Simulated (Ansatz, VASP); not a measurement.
**Two plane-wave programs on BC**

```
B C
1.0
     2.34153    0.00000    0.00000
     0.00000    2.34153    0.00000
     0.00000    0.00000    2.34153
B C
1 1
Cartesian
  0.0000 0.0000 0.0000
  1.1708 1.1708 1.1708
```

Alike in both runs: functional PBE; k mesh 24 × 24 × 24; occupations gaussian, width 0.1 eV; no spin polarisation.

Ansatz relaxed the structure, and its values are those at the end. VASP's run is a single point on that final structure, the one shown.

```csv
,VASP,Ansatz
version,VASP 6.6.1,Ansatz 0.2.0
potentials or method,"VASP PAW PBE potentials, release 64 (B, C), cutoff 600 eV","scalar-relativistic, plane waves, PAW"
valence electrons in the cell,7,7
```

VASP gave:

| Quantity | Value |
| --- | --- |
| gap on the k mesh at the Fermi level (eV) | none |
| pressure (GPa) | -0.1 |

Estimate Ansatz's values.

gap on the k mesh at the Fermi level (eV): none; pressure (GPa): 0.0.

A gap of «none» marks a metal or a gap that the smearing closes.
